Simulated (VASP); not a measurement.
Set up this calculation in VASP 6.6.1, as the native input.

| Item | Value |
| --- | --- |
| Task | single point |
| Functional | r2SCAN |
| Potentials or basis | VASP PAW PBE potentials, release 64 (Ge_d) |
| Cutoff | 520 eV |
| k mesh | 11 × 11 × 10 |
| Occupations | fermi-dirac, width 0.05 eV |
| Spin | no spin polarisation |
| Dipole correction | no |
| Further INCAR settings | ALGO = Normal; EDIFF = 1e-06; NBANDS = 13 |

Crystal: Ge.

```
Ge
1.0
     1.40640   -2.61774    0.00000
     1.40640    2.61774    0.00000
     0.00000    0.00000    2.71610
Ge
1
Direct
  0.50000 0.50000 0.00000
```

One way to write it, as run:

POSCAR

```
Ge
1.0
    1.4064019120     -2.6177384622      0.0000000000
    1.4064019120      2.6177384622      0.0000000000
    0.0000000000      0.0000000000      2.7161006002
Ge
1
Direct
    0.5000000000      0.5000000000      0.0000000000
```

INCAR.step1

```
PREC     = Accurate       # precision mode
ENCUT    = 520            # plane-wave cutoff, eV
ISMEAR   = -1             # smearing method
SIGMA    = 0.05           # smearing width, eV
LREAL    = F              # projectors in reciprocal space
LASPH    = T              # aspherical terms in the spheres
NELM     = 60             # most SCF steps
NBANDS   = 13             # bands
GGA      = PE             # functional
ALGO     = Normal         # electronic algorithm
EDIFF    = 1E-4           # SCF threshold, eV
LWAVE    = T              # write WAVECAR
LCHARG   = F              # write CHGCAR
```

INCAR.step2

```
PREC     = Accurate       # precision mode
ENCUT    = 520            # plane-wave cutoff, eV
EDIFF    = 1E-6           # SCF threshold, eV
ISMEAR   = -1             # smearing method
SIGMA    = 0.05           # smearing width, eV
LREAL    = F              # projectors in reciprocal space
LASPH    = T              # aspherical terms in the spheres
NELM     = 60             # most SCF steps
ALGO     = Normal         # electronic algorithm
ISIF     = 2              # what is computed and relaxed
LWAVE    = F              # write WAVECAR
LCHARG   = F              # write CHGCAR
METAGGA  = R2SCAN         # meta-GGA
LMIXTAU  = T            
NBANDS   = 13             # bands
ISTART   = 1
```

KPOINTS

```
regular mesh
0
Gamma
  11 11 10
```

Potentials or basis: VASP PAW PBE potentials, release 64 (Ge_d).

Launch:

```console
$ cat potpaw_PBE.64/Ge_d/POTCAR > POTCAR
$ cp INCAR.step1 INCAR
$ mpirun -np 1 vasp_std > vasp.out
$ cp INCAR.step2 INCAR
$ mpirun -np 1 vasp_std > vasp.out
```

It gave:

| Item | Value |
| --- | --- |
| Pressure | -4.3 GPa |
| Band gap on the k mesh | zero (band 7 reaches 12.78 eV, above the bottom of band 8 at 3.45 eV) |

Caveat: the PAW data sets were made with another functional, which shifts forces and pressure a little.

Wall time 55 s on 1 thread of Intel(R) Xeon(R) 6975P-C (Granite Rapids) (shared host), peak memory 0.17 GiB.
